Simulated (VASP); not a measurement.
# GaN (I-4m2) in VASP: a series of runs, part 2 of 2

VASP 6.6.1.

## Step 5: Single point, PBE (strain +0.015 along x and y, +0.000 along z)

File INCAR:

```
  PREC = Accurate
  ENCUT = 520
  EDIFF = 1E-6
  ISMEAR = 0
  SIGMA = 0.05
  LREAL = F
  LASPH = T
  NELM = 100
  ALGO = Normal
  ISIF = 2
  LWAVE = F
  LCHARG = F
  GGA = PE
  NBANDS = 16
```

File KPOINTS:

```
Automatic mesh
0
Gamma
  10 10 10
```

File POSCAR:

```
GaN
1.0
    0.0000000000      2.3083520702      2.2742384928
    2.3083520702      0.0000000000      2.2742384928
    2.3083520702      2.3083520702      0.0000000000
Ga N
1 1
Direct
    0.0000000000      0.0000000000      0.0000000000
    0.7500000000      0.7500000000      0.7500000000
```

Potentials or basis: VASP PAW PBE potentials, release 64 (Ga_d, N).

Command:

```
> cat potpaw_PBE.64/Ga_d/POTCAR potpaw_PBE.64/N/POTCAR > POTCAR
> mpirun -np 1 vasp_std > vasp.out
```

OUTCAR:

```text
PREC = Accurate
   ENCUT = 520
   EDIFF = 1E-6
   ISMEAR = 0
   LREAL = F
   LASPH = T
   NELM = 100
   ISIF = 2
   GGA = PE

 ion  position               nearest neighbor table
   1  0.000  0.000  0.000-   2 1.99   2 1.99   2 1.99   2 1.99
   2  0.750  0.750  0.750-   1 1.99   1 1.99   1 1.99   1 1.99

  LATTYP: Found a body centered tetragonal cell.
 ALAT       =     3.2645028044
 C/A-ratio  =     1.3933138545

  Lattice vectors:

 A1 = (   0.0000000000,  -2.3083520702,  -2.2742384928)
 A2 = (   0.0000000000,   2.3083520702,  -2.2742384928)
 A3 = (   2.3083520702,   0.0000000000,   2.2742384928)

Analysis of symmetry for initial positions (statically):
=====================================================================
 Subroutine PRICEL returns:
 Original cell was already a primitive cell.

 Routine SETGRP: Setting up the symmetry group for a
 body centered tetragonal supercell.

 Subroutine GETGRP returns: Found  8 space group operations
 (whereof  8 operations were pure point group operations)
 out of a pool of 16 trial point group operations.

[... 161 lines left out ...]

 E-fermi :   4.9842     XC(G=0): -11.3643

 val. band max:        4.7214330158   @ k =   0.0000   0.0000   0.0000
 cond. band min:       6.0326979484   @ k =   0.0000   0.0000   0.0000
 fundamental gap:      1.3112649326
 Fermi energy:         4.9842195951

 k-point     1 :       0.0000    0.0000    0.0000
  band No.  band energies     occupation
      1     -10.7834      2.00000
      2      -8.7358      2.00000
      3      -8.7358      2.00000
      4      -8.7214      2.00000
      5      -8.4657      2.00000
      6      -8.4650      2.00000
[... 433 lines left out ...]
      3      -8.5456      2.00000
      4      -8.5449      2.00000
      5      -8.4103      2.00000
      6      -7.4344      2.00000
[... 8 lines left out ...]
     15      26.0040      0.00000
     16      26.3634      0.00000

 [... further k-points ...]

------------------------ aborting loop because EDIFF is reached ----------------------------------------

  FORCE on cell =-STRESS in cart. coord.  units (eV):
  Direction    XX          YY          ZZ          XY          YZ          ZX
  --------------------------------------------------------------------------------------
  -------------------------------------------------------------------------------------
  Total       -0.7947028     -0.7947028     -0.5248177      0.0000000      0.0000000     -0.0000000
  in kB      -52.5345746    -52.5345746    -34.6935685      0.0000000      0.0000000     -0.0000000
  external PRESSURE =     -46.5875726 kB  Pullay stress =       0.0000000 kB

 VOLUME and BASIS-vectors are now :
 -----------------------------------------------------------------------------
  energy-cutoff  :      520.00
  volume of cell :       24.24
      direct lattice vectors                 reciprocal lattice vectors
     0.000000000  2.308352070  2.274238493    -0.216604740  0.216604740  0.219853811
     2.308352070  0.000000000  2.274238493     0.216604740 -0.216604740  0.219853811
     2.308352070  2.308352070  0.000000000     0.216604740  0.216604740 -0.219853811

 POSITION                                       TOTAL-FORCE (eV/Angst)
 -----------------------------------------------------------------------------------
      0.00000      0.00000      0.00000         0.000000      0.000000      0.000000
      3.46253      3.46253      3.41136        -0.000000     -0.000000     -0.000000
 -----------------------------------------------------------------------------------
    total drift:                               -0.000002     -0.000002     -0.000001

  FREE ENERGIE OF THE ION-ELECTRON SYSTEM (eV)
  ---------------------------------------------------
  free  energy   TOTEN  =       -12.1421343468 eV

  energy  without entropy=      -12.1421343468  energy(sigma->0) =      -12.14213435
```

Run time: 42 s. Hardware: 1 thread of Intel Xeon 8259CL, shared host; peak memory 0.16 GiB.

What came out:

```yaml
Free_energy: -12.1421 eV
Pressure: -4.7 GPa
Band_gap_on_the_k_mesh: 1.31 eV, direct
```

Stress tensor (GPa, compression positive):
```
-5.25  0.00  0.00
 0.00 -5.25  0.00
 0.00  0.00 -3.47
```

Caveat: the cell differs from its parent crystal (strain +0.015 along x and y, +0.000 along z).

## Step 6: Single point, PBE (strain +0.030 along x and y, +0.000 along z)

File INCAR:

```
ALGO = Normal
EDIFF = 1E-7
ENCUT = 520
GGA = PE
ISIF = 2
ISMEAR = 0
LASPH = T
LCHARG = F
LREAL = F
LWAVE = F
NBANDS = 16
NELM = 60
PREC = Accurate
SIGMA = 0.05
```

File KPOINTS:

```
k-points
0
Gamma
  10 10 10
```

File POSCAR:

```
GaN
1.0
    0.0000000000      2.3424656476      2.2742384928
    2.3424656476      0.0000000000      2.2742384928
    2.3424656476      2.3424656476      0.0000000000
Ga N
1 1
Direct
    0.0000000000      0.0000000000      0.0000000000
    0.7500000000      0.7500000000      0.7500000000
```

Potentials or basis: VASP PAW PBE potentials, release 64 (Ga_d, N).

Command:

```
> cat potpaw_PBE.64/Ga_d/POTCAR potpaw_PBE.64/N/POTCAR > POTCAR
> mpirun -np 1 vasp_std > vasp.out
```

Wall time 52 s (1 thread of Intel Xeon 8259CL, shared host); peak memory 0.17 GiB.

The run converged. Its results:

```
Free energy            : -12.1080 eV
Pressure               : -8.8 GPa
Band gap on the k mesh : 1.08 eV, direct
```

Stress tensor (GPa, compression positive):
```
-9.93  0.00  0.00
 0.00 -9.93  0.00
 0.00  0.00 -6.47
```

Levels at points of the mesh, in eV from the valence-band top:
```
           k point  band 7  band 8  band 9  band 10  band 11  band 12
(0.00, 0.00, 0.00)   -0.12   -0.12    0.00     1.08     9.63     9.71
(0.50, 0.00, 0.00)   -6.58   -1.05   -0.85     3.95     8.20     9.64
(0.50, 0.50, 0.00)   -5.66   -2.63   -2.63     3.14     5.76    11.28
(0.50, 0.00, 0.50)   -5.96   -2.43   -2.42     3.30     6.19    10.93
```

Caveat: the cell differs from its parent crystal (strain +0.030 along x and y, +0.000 along z).

## Step 7: The runs side by side

| cell | gap on the mesh (eV) | pressure (GPa) |
| --- | --- | --- |
| a = 3.240, b = 3.240, c = 3.216 Å, angles 60.2, 60.2, 59.5°, 2 atoms | 1.43 | -2.4 |
| a = 3.217, b = 3.217, c = 3.265 Å, angles 59.5, 59.5, 61.0°, 2 atoms | 1.36 | -2.4 |
| a = 3.265, b = 3.265, c = 3.216 Å, angles 60.5, 60.5, 59.0°, 2 atoms | 1.31 | -4.7 |
| a = 3.240, b = 3.240, c = 3.265 Å, angles 59.8, 59.8, 60.5°, 2 atoms | 1.31 | -4.7 |
| a = 3.265, b = 3.265, c = 3.313 Å, angles 59.5, 59.5, 61.0°, 2 atoms | 1.08 | -8.8 |

Alike in all rows: task single point; level PBE; potentials or basis VASP PAW PBE potentials, release 64 (Ga_d, N); no spin polarisation; k mesh 10 × 10 × 10; cutoff (eV) 520; smearing gaussian 0.05 eV.

Total energies depend on the potentials used, so only differences within one code and one set of settings carry meaning.
